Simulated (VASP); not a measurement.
# TiGe4Mo (Cmmm) in VASP: single point with PBE

Aim: the single point of TiGe4Mo with PBE.

All numbers are computed with VASP 6.6.1; they aren't measurements. Logs are shortened: lines on timing, memory, paths and dates and some standing lists are left out, and cuts for length are marked.

## 1. The cell of the first run

It takes space group Cmmm (No. 65, orthorhombic). Conventional cell: a = 4.755 Å, b = 8.412 Å, c = 4.729 Å, α = 90.00°, β = 90.00°, γ = 90.00°. Ti (site symmetry mmm) has 10 Ge at 2.73 to 2.82 Å and 4 Mo at 3.35 Å within 3.6 Å. Ge (site symmetry m2m) has 9 Ge at 2.71 to 3.35 Å and 2 Ti at 2.73 Å and 3 Mo at 2.74 to 2.85 Å within 3.6 Å. Within 3.6 Å of Ge (site symmetry m2m) lie 2 Mo at 2.74 Å and 3 Ti at 2.75 to 2.82 Å and 9 Ge at 2.76 to 3.35 Å. Within 3.6 Å of Mo (site symmetry mmm) lie 10 Ge at 2.74 to 2.85 Å and 4 Ti at 3.35 Å.

## 2. Single point, PBE, collinear spin

INCAR reads:

```
ALGO = Normal ; EDIFF = 1E-6
ENCUT = 520 ; GGA = PE
ISIF = 2 ; ISMEAR = 0
ISPIN = 2 ; LASPH = T
LCHARG = T ; LELF = T
LMAXMIX = 4 ; LORBIT = 11
LREAL = F ; LVHAR = T
LWAVE = F ; MAGMOM = 1 0 0 0 0 1
NBANDS = 54 ; NELM = 150
PREC = Accurate ; SIGMA = 0.1
```

KPOINTS reads:

```
k-points
0
Gamma
  4 4 4
```

POSCAR reads:

```
TiGe4Mo
1.0
    2.3777252000     -4.2060533000      0.0000000000
    2.3777252000      4.2060533000      0.0000000000
    0.0000000000      0.0000000000      4.7291833000
Ti Ge Mo
1 4 1
Direct
    0.5000000000      0.5000000000      0.5000000000
    0.6610500000      0.3389500000      0.0000000000
    0.1643170000      0.8356830000      0.5000000000
    0.3389500000      0.6610500000      0.0000000000
    0.8356830000      0.1643170000      0.5000000000
    0.0000000000      0.0000000000      0.0000000000
```

Potentials or basis: VASP PAW PBE potentials, release 64 (Ti_sv, Ge_d, Mo_sv).

Command:

```console
cat potpaw_PBE.64/Ti_sv/POTCAR potpaw_PBE.64/Ge_d/POTCAR potpaw_PBE.64/Mo_sv/POTCAR > POTCAR
mpirun -np 1 vasp_std > vasp.out
```

OUTCAR:

```text
EDIFF = 1E-6
   ENCUT = 520
   GGA = PE
   ISIF = 2
   ISMEAR = 0
   ISPIN = 2
   LASPH = T
   LORBIT = 11
   LREAL = F
   NELM = 150
   PREC = Accurate

 ion  position               nearest neighbor table
   1  0.500  0.500  0.500-   2 2.73   4 2.73   2 2.73   4 2.73   3 2.75   5 2.75   3 2.75   5 2.75
                             3 2.82   5 2.82
   2  0.661  0.339  0.000-   4 2.71   1 2.73   1 2.73   6 2.74   6 2.74   5 2.78   5 2.78   4 2.81
                             4 2.81   6 2.85
   3  0.164  0.836  0.500-   6 2.74   6 2.74   1 2.75   1 2.75   5 2.76   5 2.78   5 2.78   4 2.78
                             4 2.78   1 2.82
   4  0.339  0.661  0.000-   2 2.71   1 2.73   1 2.73   6 2.74   6 2.74   3 2.78   3 2.78   2 2.81
                             2 2.81   6 2.85
   5  0.836  0.164  0.500-   6 2.74   6 2.74   1 2.75   1 2.75   3 2.76   3 2.78   3 2.78   2 2.78
                             2 2.78   1 2.82
   6  0.000  0.000  0.000-   2 2.74   4 2.74   2 2.74   4 2.74   3 2.74   5 2.74   3 2.74   5 2.74
                             4 2.85   2 2.85

  LATTYP: Found a base centered orthorhombic cell.
 ALAT       =     4.7554504000
 B/A-ratio  =     1.7689400356
 C/A-ratio  =     0.9944764223

  Lattice vectors:

 A1 = (   2.3777252000,  -4.2060533000,   0.0000000000)
 A2 = (   2.3777252000,   4.2060533000,   0.0000000000)
 A3 = (   0.0000000000,   0.0000000000,   4.7291833000)

Analysis of symmetry for initial positions (statically):
=====================================================================
 Subroutine PRICEL returns:
 Original cell was already a primitive cell.

 Routine SETGRP: Setting up the symmetry group for a
 base centered orthorhombic supercell.

 Subroutine GETGRP returns: Found  8 space group operations
 (whereof  8 operations were pure point group operations)
 out of a pool of  8 trial point group operations.

The static configuration has the point symmetry D_2h.

Analysis of symmetry for dynamics (positions and initial velocities):
=====================================================================
 Subroutine PRICEL returns:
 Original cell was already a primitive cell.

 Routine SETGRP: Setting up the symmetry group for a
 base centered orthorhombic supercell.

 Subroutine GETGRP returns: Found  8 space group operations
 (whereof  8 operations were pure point group operations)
 out of a pool of  8 trial point group operations.

The dynamic configuration has the point symmetry D_2h.

Analysis of structural, dynamic, and magnetic symmetry:
=====================================================================
 Subroutine PRICEL returns:
 Original cell was already a primitive cell.

 Routine SETGRP: Setting up the symmetry group for a
 base centered orthorhombic supercell.

 Subroutine GETGRP returns: Found  8 space group operations
 (whereof  8 operations were pure point group operations)
 out of a pool of  8 trial point group operations.

The overall configuration has the point symmetry D_2h.

 Subroutine INISYM returns: Found  8 space group operations
 (whereof  8 operations are pure point group operations),
 and found     1 'primitive' translations

----------------------------------------------------------------------------------------

                                     Primitive cell

  volume of cell :      94.5916

  direct lattice vectors                    reciprocal lattice vectors
     2.377725200 -4.206053300  0.000000000     0.210285024 -0.118876287  0.000000000
     2.377725200  4.206053300  0.000000000     0.210285024  0.118876287  0.000000000
     0.000000000  0.000000000  4.729183300     0.000000000  0.000000000  0.211453001

  length of vectors
     4.831610652  4.831610652  4.729183300     0.241560268  0.241560268  0.211453001

  position of ions in fractional coordinates (direct lattice)
     0.500000000  0.500000000  0.500000000
     0.661050000  0.338950000  0.000000000
     0.164317000  0.835683000  0.500000000
     0.338950000  0.661050000  0.000000000
     0.835683000  0.164317000  0.500000000
     0.000000000  0.000000000  0.000000000

[... 42 lines left out ...]
 -0.250000  0.250000  0.000000      2.000000
[... 13 lines left out ...]
 -0.250000  0.250000  0.500000      2.000000
  0.500000  0.500000  0.500000      1.000000
   k-points           NKPTS =     21   k-points in BZ     NKDIM =     21   number of bands    NBANDS=     54
   number of dos      NEDOS =    301   number of ions     NIONS =      6
   total plane-waves  NPLWV =  46656
   dimension x,y,z NGX =    36 NGY =   36 NGZ =   36
   dimension x,y,z NGXF=    72 NGYF=   72 NGZF=   72
   ions per type =               1   4   1
   NGX,Y,Z   is equivalent  to a cutoff of  12.39, 12.39, 12.66 a.u.
   NGXF,Y,Z  is equivalent  to a cutoff of  24.77, 24.77, 25.31 a.u.
 SYSTEM =  unknown system
   PREC   = accura    normal or accurate (medium, high low for compatibility)
   ISTART =      0    job   : 0-new  1-cont  2-samecut
   ICHARG =      2    charge: 1-file 2-atom 10-const
   ISPIN  =      2    spin polarized calculation?
   LNONCOLLINEAR =      F non collinear calculations
   LSORBIT =      F    spin-orbit coupling
   LASPH  =      T    aspherical Exc in radial PAW
   ENCUT  =  520.0 eV  38.22 Ry    6.18 a.u.   8.98  8.98  8.79*2*pi/ulx,y,z
   NELM   =    150;   NELMIN=  2; NELMDL= -5     # of ELM steps
   EDIFF  = 0.1E-05   stopping-criterion for ELM
   LREAL  =      F    real-space projection
   EDIFFG = 0.1E-04   stopping-criterion for IOM
   NSW    =      0    number of steps for IOM
   IBRION =     -1    ionic relax: 0-MD 1-quasi-New 2-CG
   NFREE  =      0    steps in history (QN), initial steepest desc. (CG)
   ISIF   =      2    stress and relaxation
   ISYM   =      2    0-nonsym 1-usesym 2-fastsym
   POTIM  = 0.5000    time-step for ionic-motion
   TEBEG  =    0.0;   TEEND  =   0.0 temperature during run
   PSTRESS=    0.0 pullay stress
   NELECT =      82.0000    total number of electrons
   NUPDOWN=      -1.0000    fix difference up-down
   EMIN   =  10.00;   EMAX   =-10.00  energy-range for DOS
   EFERMI =   0.00;   METHOD = LEGACY
   ISMEAR =     0;   SIGMA  =   0.10  broadening in eV -4-tet -1-fermi 0-gaus
   EFERMI_NEDOS =   21; number of points for ismear=-14 and -15
   IALGO  =     38    algorithm
   IMIX   =      4    mixing-type and parameters
     AMIX     =   0.40;   BMIX     =  1.00
     AMIX_MAG =   1.60;   BMIX_MAG =  1.00
  volume/ion in A,a.u.               =      15.77       106.39
  Fermi-wavevector in a.u.,A,eV,Ry     =   1.560973  2.949810 33.152435  2.436635
  Thomas-Fermi vector in A             =   2.664106
   LORBIT       =     11    0 simple, 1 ext, 2 COOP (PROOUT), +10 PAW based schemes
   GGA     = PE    functional components
   LHFCALC =     F    Hartree Fock is set to
   AEXX    =    0.0000 exact exchange contribution
   IVDW    =     0    specifies the selected vdW correction
   LEPSILON=     F    determine dielectric tensor
   LRPA    =     F    only Hartree local field effects (RPA)
 spin polarized calculation
 Gauss-broadening in eV      SIGMA  =   0.10
  energy-cutoff  :      520.00
  volume of cell :       94.59
 maximum number of plane-waves:      2564
   NGX = 17   NGY = 17   NGZ = 17

 number of electron      82.0000012 magnetization      -0.0030141

 number of electron      82.0000012 magnetization       0.0001670

 Free energy of the ion-electron system (eV)
  ---------------------------------------------------
  ext. energy  EPLUGINS =         0.00000000
  ---------------------------------------------------
  free energy    TOTEN  =       -38.14862663 eV

  energy without entropy =      -38.13396012  energy(sigma->0) =      -38.14129338

 E-fermi :   9.1344     XC(G=0): -12.3771

 val. band max:        9.1307873011   @ k =   0.5000   0.5000   0.5000
 cond. band min:       9.1708240164   @ k =   0.5000   0.5000   0.0000
 fundamental gap:      0.0400367153
 Fermi energy:         9.1344131504

 spin component 1

 k-point     1 :       0.0000    0.0000    0.0000
  band No.  band energies     occupation
      1     -51.7177      1.00000
      2     -47.4428      1.00000
      3     -25.8558      1.00000
      4     -25.8252      1.00000
      5     -25.7982      1.00000
      6     -23.7746      1.00000
[... 1165 lines left out ...]
     52      15.9261      0.00000
     53      16.4024      0.00000
 Fermi energy:         9.1344131504

 spin component 2

 k-point     1 :       0.0000    0.0000    0.0000
  band No.  band energies     occupation
      1     -51.7177      1.00000
      2     -47.4426      1.00000
      3     -25.8557      1.00000
      4     -25.8251      1.00000
      5     -25.7981      1.00000
      6     -23.7745      1.00000
[... 1165 lines left out ...]
     52      15.9261      0.00000
     53      16.4024      0.00000
 [bands above 53 left out]

------------------------ aborting loop because EDIFF is reached ----------------------------------------

  FORCE on cell =-STRESS in cart. coord.  units (eV):
  Direction    XX          YY          ZZ          XY          YZ          ZX
  --------------------------------------------------------------------------------------
  -------------------------------------------------------------------------------------
  Total       -0.3542068      0.0225904      0.5698397     -0.0000000      0.0000000      0.0000000
  in kB       -5.9994972      0.3826330      9.6518527     -0.0000000      0.0000000      0.0000000
  external PRESSURE =       1.3449962 kB  Pullay stress =       0.0000000 kB

 VOLUME and BASIS-vectors are now :
 -----------------------------------------------------------------------------
  energy-cutoff  :      520.00
  volume of cell :       94.59
      direct lattice vectors                 reciprocal lattice vectors
     2.377725200 -4.206053300  0.000000000     0.210285024 -0.118876287  0.000000000
     2.377725200  4.206053300  0.000000000     0.210285024  0.118876287  0.000000000
     0.000000000  0.000000000  4.729183300     0.000000000  0.000000000  0.211453001

 POSITION                                       TOTAL-FORCE (eV/Angst)
 -----------------------------------------------------------------------------------
      2.37773      0.00000      2.36459         0.000000      0.000000      0.000000
      2.37773     -1.35477      0.00000         0.000000      0.007284      0.000000
      2.37773      2.82380      2.36459         0.000000     -0.063425     -0.000000
      2.37773      1.35477      0.00000         0.000000     -0.007284      0.000000
      2.37773     -2.82380      2.36459         0.000000      0.063425      0.000000
      0.00000      0.00000      0.00000         0.000000     -0.000000      0.000000
 -----------------------------------------------------------------------------------
    total drift:                                0.000000      0.000000      0.000000

  FREE ENERGIE OF THE ION-ELECTRON SYSTEM (eV)
  ---------------------------------------------------
  free  energy   TOTEN  =       -38.1486266350 eV

  energy  without entropy=      -38.1339601168  energy(sigma->0) =      -38.14129338

 total charge

# of ion       s       p       d       tot
------------------------------------------
    1        2.157   6.124   2.001  10.282
    2        1.151   1.167  10.066  12.384
    3        1.148   1.164  10.065  12.377
    4        1.151   1.167  10.066  12.384
    5        1.148   1.164  10.065  12.377
    6        2.254   6.151   3.945  12.350
--------------------------------------------------
tot          9.011  16.936  46.208  72.155

 magnetization (x)

# of ion       s       p       d       tot
------------------------------------------
    1        0.000   0.000   0.000   0.000
    2       -0.000  -0.000   0.000  -0.000
    3       -0.000  -0.000   0.000  -0.000
    4       -0.000  -0.000   0.000  -0.000
    5       -0.000  -0.000   0.000  -0.000
    6        0.000   0.000   0.000   0.000
--------------------------------------------------
tot          0.000  -0.000   0.000   0.000
```

Run time: 7.5 min. Hardware: 1 thread of Oxide Virtual Turin-like, shared host; peak memory 0.31 GiB.

Results:

```
Free energy                                           : -38.1486 eV
Pressure                                              : 0.1 GPa
Largest force                                         : 0.063 eV/Å
Band gap on the k mesh                                : zero (filled and empty bands overlap)
Net moment                                            : 0.00 μB per cell
Valence electrons inside the program's atomic spheres : Ti 10.28; Ge 12.38; Mo 12.35
```

Forces in eV/Å, atoms in the order of the input:
```
Ti   0.000  0.000  0.000
Ge   0.000  0.007  0.000
Ge   0.000 -0.063  0.000
Ge   0.000 -0.007  0.000
Ge   0.000  0.063  0.000
Mo   0.000  0.000  0.000
```

Stress tensor (GPa, compression positive):
```
-0.60  0.00  0.00
 0.00  0.04  0.00
 0.00  0.00  0.97
```

Levels at points of the mesh, in eV from the Fermi level:
Spin up:
```
           k point  band 39  band 40  band 41  band 42  band 43  band 44
(0.00, 0.00, 0.00)    -1.36    -0.96    -0.85     1.19     2.31     2.45
(0.50, 0.00, 0.00)    -1.53    -1.51    -0.44    -0.20     1.35     1.57
(0.50, 0.50, 0.00)    -0.70     0.04     0.06     0.29     0.57     1.21
(0.00, 0.00, 0.50)    -1.37    -1.02    -0.97    -0.80     1.90     2.52
(0.50, 0.00, 0.50)    -1.03    -0.53     0.63     0.79     2.24     2.36
(0.50, 0.50, 0.50)    -0.43    -0.06     0.00     0.64     0.76     1.25
```
Spin down:
```tsv
k point	band 37	band 38	band 39	band 40	band 41	band 42	band 43	band 44	band 45	band 46
(0.00, 0.00, 0.00)	-2.19	-1.51	-1.36	-0.96	-0.85	1.19	2.31	2.45	2.76	3.11
(0.50, 0.00, 0.00)	-2.30	-1.71	-1.53	-1.51	-0.44	-0.20	1.35	1.57	2.13	2.26
(0.50, 0.50, 0.00)	-1.72	-0.81	-0.70	0.04	0.06	0.29	0.57	1.21	2.35	2.45
(0.00, 0.00, 0.50)	-1.98	-1.85	-1.37	-1.02	-0.97	-0.80	1.90	2.52	3.18	3.43
(0.50, 0.00, 0.50)	-1.86	-1.53	-1.03	-0.53	0.63	0.79	2.24	2.36	2.86	2.93
(0.50, 0.50, 0.50)	-1.50	-1.29	-0.43	-0.06	0.00	0.64	0.76	1.25	1.63	2.10
```

Caveat: the k points lie up to 0.38 Å⁻¹ apart, too coarse for converged energies and pressures of a metal.

The gap in the log of VASP goes by the Fermi energy; the results here count the filled bands.